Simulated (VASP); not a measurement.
# SiC (F-43m) in VASP: further runs

Runs on SiC. Level: LDA. Tasks: single point.

Everything below comes from runs of VASP 6.6.1. Logs are shortened: lines on timing, memory, paths and dates and some standing lists are left out, and cuts for length are marked.

**Measured values to compare with.**

From “Insight into the structural, elastic and electronic properties of a new orthorhombic 6O-SiC polytype”, 2020, pmc:7200658, for a bulk crystal of SiC: band gap 2.4 eV (indirect).

How close the calculation comes is told below.

## (1) The cell of the first run

The structure is cubic, space group F-43m (No. 216). The conventional cell has a = 4.348 Å, b = 4.348 Å, c = 4.348 Å, α = 90.00°, β = 90.00°, γ = 90.00°. Si (site symmetry -43m) has 4 C at 1.88 Å within 2.5 Å. Within 2.5 Å of C (site symmetry -43m) lie 4 Si at 1.88 Å.

## (2) Single point, LDA

Contents of INCAR:

```
SYSTEM = SiC
  PREC = Accurate
  ENCUT = 520
  EDIFF = 1E-7
  ISMEAR = 0
  SIGMA = 0.05
  LREAL = .FALSE.
  LASPH = .TRUE.
  NELM = 100
  ALGO = Normal
  ISIF = 2
  LWAVE = .FALSE.
  LCHARG = .FALSE.
  NBANDS = 11
```

Contents of KPOINTS:

```
Automatic mesh
0
G
  12 12 12
  0 0 0
```

Contents of POSCAR:

```
SiC
1.0
    0.0000000000      2.1740000000      2.1740000000
    2.1740000000      0.0000000000      2.1740000000
    2.1740000000      2.1740000000      0.0000000000
Si C
1 1
Direct
    0.0000000000      0.0000000000      0.0000000000
    0.7500000000      0.7500000000      0.7500000000
```

Potentials or basis: VASP PAW LDA potentials, release 64 (Si, C).

Started as:

```
> cat potpaw_LDA.64/Si/POTCAR potpaw_LDA.64/C/POTCAR > POTCAR
> mpirun -np 1 vasp_std > vasp.out
```

OUTCAR:

```text
SYSTEM = SiC
   PREC = Accurate
   ENCUT = 520
   EDIFF = 1E-7
   ISMEAR = 0
   LREAL = .FALSE.
   LASPH = .TRUE.
   NELM = 100
   ISIF = 2

 ion  position               nearest neighbor table
   1  0.000  0.000  0.000-   2 1.88   2 1.88   2 1.88   2 1.88
   2  0.750  0.750  0.750-   1 1.88   1 1.88   1 1.88   1 1.88

  LATTYP: Found a face centered cubic cell.
 ALAT       =     4.3480000000

  Lattice vectors:

 A1 = (   0.0000000000,   2.1740000000,   2.1740000000)
 A2 = (   2.1740000000,   0.0000000000,   2.1740000000)
 A3 = (   2.1740000000,   2.1740000000,   0.0000000000)

Analysis of symmetry for initial positions (statically):
=====================================================================
 Subroutine PRICEL returns:
 Original cell was already a primitive cell.

 Routine SETGRP: Setting up the symmetry group for a
 face centered cubic supercell.

 Subroutine GETGRP returns: Found 24 space group operations
 (whereof 24 operations were pure point group operations)
 out of a pool of 48 trial point group operations.

The static configuration has the point symmetry T_d .

Analysis of symmetry for dynamics (positions and initial velocities):
=====================================================================
 Subroutine PRICEL returns:
 Original cell was already a primitive cell.

 Routine SETGRP: Setting up the symmetry group for a
 face centered cubic supercell.

 Subroutine GETGRP returns: Found 24 space group operations
 (whereof 24 operations were pure point group operations)
 out of a pool of 48 trial point group operations.

The dynamic configuration has the point symmetry T_d .

 Subroutine INISYM returns: Found 24 space group operations
 (whereof 24 operations are pure point group operations),
 and found     1 'primitive' translations

----------------------------------------------------------------------------------------

                                     Primitive cell

  volume of cell :      20.5498

  direct lattice vectors                    reciprocal lattice vectors
     0.000000000  2.174000000  2.174000000    -0.229990800  0.229990800  0.229990800
     2.174000000  0.000000000  2.174000000     0.229990800 -0.229990800  0.229990800
     2.174000000  2.174000000  0.000000000     0.229990800  0.229990800 -0.229990800

  length of vectors
     3.074500285  3.074500285  3.074500285     0.398355752  0.398355752  0.398355752

  position of ions in fractional coordinates (direct lattice)
     0.000000000  0.000000000  0.000000000
     0.750000000  0.750000000  0.750000000

  ion indices of the primitive-cell ions
   primitive index   ion index
                 1           1
                 2           2

----------------------------------------------------------------------------------------

 KPOINTS: Automatic mesh

Automatic generation of k-mesh.
 Grid dimensions read from file:
 generate k-points for:   12   12   12

 Generating k-lattice:

  Cartesian coordinates                     Fractional coordinates (reciprocal lattice)
    -0.019165900  0.019165900  0.019165900     0.083333333  0.000000000  0.000000000
     0.019165900 -0.019165900  0.019165900     0.000000000  0.083333333  0.000000000
     0.019165900  0.019165900 -0.019165900     0.000000000  0.000000000  0.083333333

  Length of vectors
     0.033196313  0.033196313  0.033196313

  Shift w.r.t. Gamma in fractional coordinates (k-lattice)
     0.000000000  0.000000000  0.000000000

 Subroutine IBZKPT returns following result:
 ===========================================

 Found     72 irreducible k-points:

 Following reciprocal coordinates:
            Coordinates               Weight
  0.000000  0.000000  0.000000      1.000000
  0.083333  0.000000  0.000000      8.000000
  0.166667  0.000000  0.000000      8.000000
  0.250000  0.000000  0.000000      8.000000
  0.333333  0.000000  0.000000      8.000000
  0.416667  0.000000  0.000000      8.000000
[... 16 lines left out ...]
  0.500000  0.166667  0.000000     24.000000
 -0.416667  0.166667  0.000000     24.000000
 [... further k-points ...]
   k-points           NKPTS =     72   k-points in BZ     NKDIM =     72   number of bands    NBANDS=     11
   number of dos      NEDOS =    301   number of ions     NIONS =      2
   total plane-waves  NPLWV =  13824
   dimension x,y,z NGX =    24 NGY =   24 NGZ =   24
   dimension x,y,z NGXF=    48 NGYF=   48 NGZF=   48
   ions per type =               1   1
   NGX,Y,Z   is equivalent  to a cutoff of  12.98, 12.98, 12.98 a.u.
   NGXF,Y,Z  is equivalent  to a cutoff of  25.95, 25.95, 25.95 a.u.
 SYSTEM =  SiC
   PREC   = accura    normal or accurate (medium, high low for compatibility)
   ISTART =      0    job   : 0-new  1-cont  2-samecut
   ICHARG =      2    charge: 1-file 2-atom 10-const
   ISPIN  =      1    spin polarized calculation?
   LNONCOLLINEAR =      F non collinear calculations
   LSORBIT =      F    spin-orbit coupling
   LASPH  =      T    aspherical Exc in radial PAW
   ENCUT  =  520.0 eV  38.22 Ry    6.18 a.u.   5.72  5.72  5.72*2*pi/ulx,y,z
   NELM   =    100;   NELMIN=  2; NELMDL= -5     # of ELM steps
   EDIFF  = 0.1E-06   stopping-criterion for ELM
   LREAL  =      F    real-space projection
   EDIFFG = 0.1E-05   stopping-criterion for IOM
   NSW    =      0    number of steps for IOM
   IBRION =     -1    ionic relax: 0-MD 1-quasi-New 2-CG
   NFREE  =      0    steps in history (QN), initial steepest desc. (CG)
   ISIF   =      2    stress and relaxation
   ISYM   =      2    0-nonsym 1-usesym 2-fastsym
   POTIM  = 0.5000    time-step for ionic-motion
   TEBEG  =    0.0;   TEEND  =   0.0 temperature during run
   PSTRESS=    0.0 pullay stress
   NELECT =       8.0000    total number of electrons
   NUPDOWN=      -1.0000    fix difference up-down
   EMIN   =  10.00;   EMAX   =-10.00  energy-range for DOS
   EFERMI =   0.00;   METHOD = LEGACY
   ISMEAR =     0;   SIGMA  =   0.05  broadening in eV -4-tet -1-fermi 0-gaus
   EFERMI_NEDOS =   21; number of points for ismear=-14 and -15
   IALGO  =     38    algorithm
   IMIX   =      4    mixing-type and parameters
     AMIX     =   0.40;   BMIX     =  1.00
     AMIX_MAG =   1.60;   BMIX_MAG =  1.00
  volume/ion in A,a.u.               =      10.27        69.34
  Fermi-wavevector in a.u.,A,eV,Ry     =   1.195369  2.258920 19.441458  1.428907
  Thomas-Fermi vector in A             =   2.331336
   LORBIT       =      0    0 simple, 1 ext, 2 COOP (PROOUT), +10 PAW based schemes
   GGA     = CA    functional components
   LHFCALC =     F    Hartree Fock is set to
   AEXX    =    0.0000 exact exchange contribution
   IVDW    =     0    specifies the selected vdW correction
   LEPSILON=     F    determine dielectric tensor
   LRPA    =     F    only Hartree local field effects (RPA)
 non-spin polarized calculation
 Gauss-broadening in eV      SIGMA  =   0.05
  energy-cutoff  :      520.00
  volume of cell :       20.55
 maximum number of plane-waves:       568
   NGX = 11   NGY = 11   NGZ = 11

 number of electron       8.0000001 magnetization

 Free energy of the ion-electron system (eV)
  ---------------------------------------------------
  ext. energy  EPLUGINS =         0.00000000
  ---------------------------------------------------
  free energy    TOTEN  =       -16.64093627 eV

  energy without entropy =      -16.64093627  energy(sigma->0) =      -16.64093627

 E-fermi :   8.4427     XC(G=0): -11.5859

 val. band max:        8.1402231349   @ k =   0.0000   0.0000   0.0000
 cond. band min:       9.4390776628   @ k =   0.5000   0.5000   0.0000
 fundamental gap:      1.2988545279
 Fermi energy:         8.4426820010

 k-point     1 :       0.0000    0.0000    0.0000
  band No.  band energies     occupation
      1      -7.2294      2.00000
      2       8.1402      2.00000
      3       8.1402      2.00000
      4       8.1402      2.00000
      5      14.5133      0.00000
      6      15.3798      0.00000
      7      15.3798      0.00000
      8      15.3798      0.00000
      9      22.6399      0.00000
     10      22.6399      0.00000
     11      24.4178      0.00000

 k-point     2 :       0.0833    0.0000    0.0000
  band No.  band energies     occupation
      1      -7.0924      2.00000
      2       7.4211      2.00000
      3       8.0446      2.00000
      4       8.0446      2.00000
      5      14.7079      0.00000
      6      15.5557      0.00000
      7      15.5557      0.00000
      8      15.5586      0.00000
      9      21.8776      0.00000
     10      21.8776      0.00000
     11      24.3686      0.00000

 k-point     3 :       0.1667    0.0000    0.0000
  band No.  band energies     occupation
      1      -6.6852      2.00000
      2       5.7833      2.00000
      3       7.8083      2.00000
      4       7.8083      2.00000
      5      14.5085      0.00000
      6      15.8974      0.00000
      7      15.8974      0.00000
      8      16.4832      0.00000
      9      21.0776      0.00000
     10      21.0776      0.00000
     11      23.6678      0.00000

 k-point     4 :       0.2500    0.0000    0.0000
  band No.  band energies     occupation
      1      -6.0216      2.00000
      2       3.8577      2.00000
      3       7.5312      2.00000
      4       7.5312      2.00000
      5      14.1435      0.00000
      6      15.9800      0.00000
      7      15.9800      0.00000
      8      17.4544      0.00000
      9      21.2139      0.00000
     10      21.2139      0.00000
     11      23.1536      0.00000
[... 239 lines left out ...]
 k-point    22 :       0.4167    0.1667    0.0000
  band No.  band energies     occupation
      1      -4.3608      2.00000
      2       1.6903      2.00000
      3       5.8213      2.00000
      4       6.2958      2.00000
      5      12.8608      0.00000
      6      16.0040      0.00000
      7      17.3663      0.00000
      8      17.5864      0.00000
      9      21.5143      0.00000
     10      25.3622      0.00000
     11      25.9407      0.00000

 k-point    23 :       0.5000    0.1667    0.0000
  band No.  band energies     occupation
      1      -3.4506      2.00000
      2       0.3346      2.00000
      3       5.3607      2.00000
      4       6.3784      2.00000
      5      12.9148      0.00000
      6      15.9317      0.00000
      7      16.9323      0.00000
      8      18.7149      0.00000
      9      21.9882      0.00000
     10      25.3482      0.00000
     11      26.2265      0.00000

 k-point    24 :      -0.4167    0.1667    0.0000
  band No.  band energies     occupation
      1      -3.2594      2.00000
      2       0.0841      2.00000
      3       5.0437      2.00000
      4       6.6199      2.00000
      5      13.2226      0.00000
      6      15.8447      0.00000
      7      16.6142      0.00000
      8      19.2379      0.00000
      9      22.7030      0.00000
     10      23.4718      0.00000
     11      26.2187      0.00000

 [... further k-points ...]
[... 5 lines left out ...]
  --------------------------------------------------------------------------------------
  -------------------------------------------------------------------------------------
  Total       -0.3266197     -0.3266197     -0.3266197     -0.0000000      0.0000000     -0.0000000
  in kB      -25.4650383    -25.4650383    -25.4650383     -0.0000000      0.0000000     -0.0000000
  external PRESSURE =     -25.4650383 kB  Pullay stress =       0.0000000 kB

 VOLUME and BASIS-vectors are now :
 -----------------------------------------------------------------------------
  energy-cutoff  :      520.00
  volume of cell :       20.55
      direct lattice vectors                 reciprocal lattice vectors
     0.000000000  2.174000000  2.174000000    -0.229990800  0.229990800  0.229990800
     2.174000000  0.000000000  2.174000000     0.229990800 -0.229990800  0.229990800
     2.174000000  2.174000000  0.000000000     0.229990800  0.229990800 -0.229990800

 POSITION                                       TOTAL-FORCE (eV/Angst)
 -----------------------------------------------------------------------------------
      0.00000      0.00000      0.00000         0.000000      0.000000      0.000000
      3.26100      3.26100      3.26100        -0.000000     -0.000000     -0.000000
 -----------------------------------------------------------------------------------
    total drift:                               -0.000000     -0.000000     -0.000000

  FREE ENERGIE OF THE ION-ELECTRON SYSTEM (eV)
  ---------------------------------------------------
  free  energy   TOTEN  =       -16.6409362698 eV

  energy  without entropy=      -16.6409362698  energy(sigma->0) =      -16.64093627
```

Wall time 9.5 s (1 thread of Intel Xeon Platinum 8259CL at 2.50GHz (Skylake/Cascade Lake), shared host); peak memory 0.13 GiB.

Results:

```yaml
Free_energy: -16.6409 eV
Pressure: -2.5 GPa
Band_gap_on_the_k_mesh: 1.30 eV, indirect (least direct gap 4.51 eV)
```

(Part 1 of 2 ends here.)
